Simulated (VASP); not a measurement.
Here is a VASP 6.6.1 calculation.

Contents of POSCAR:

```
LiCl
1.0
    3.8937403756      0.0000000000      0.0000000000
   -1.9468701878      3.3720780810      0.0000000000
    0.0000000000      0.0000000000      6.2258774291
Li Cl
2 2
Direct
    0.6666666667      0.3333333333      0.8780761498
    0.3333333333      0.6666666667      0.3780761498
    0.6666666667      0.3333333333      0.4969248502
    0.3333333333      0.6666666667      0.9969248502
```

File INCAR.step1:

```
PREC = Accurate ; ENCUT = 520
ISMEAR = 0 ; SIGMA = 0.01
LREAL = F ; LASPH = T
NELM = 60 ; NBANDS = 18
GGA = PE ; ALGO = Normal
EDIFF = 1E-4 ; LWAVE = T
LCHARG = F
```

The input INCAR.step2:

```
PREC = Accurate ; ENCUT = 520
EDIFF = 1E-6 ; ISMEAR = 0
SIGMA = 0.01 ; LREAL = F
LASPH = T ; NELM = 60
ALGO = Normal ; ISIF = 2
LWAVE = F ; LCHARG = T
METAGGA = R2SCAN ; LMIXTAU = T
LELF = T ; LVHAR = T
NBANDS = 18 ; ISTART = 1
```

File KPOINTS:

```
Automatic mesh
0
Gamma
  6 6 4
```

Potentials or basis: VASP PAW PBE potentials, release 64 (Li_sv, Cl).

Run with:

```bash
$ cat potpaw_PBE.64/Li_sv/POTCAR potpaw_PBE.64/Cl/POTCAR > POTCAR
$ cp INCAR.step1 INCAR
$ mpirun -np 1 vasp_std > vasp.out
$ cp INCAR.step2 INCAR
$ mpirun -np 1 vasp_std > vasp.out
```

(1) What does it give for the band gap on the k mesh?

(2) What does it give for the largest force?

## Answers

(1) 6.74 eV, direct.

(2) 0.004 eV/Å.

Caveat: the PAW data sets were made with another functional, which shifts forces and pressure a little.
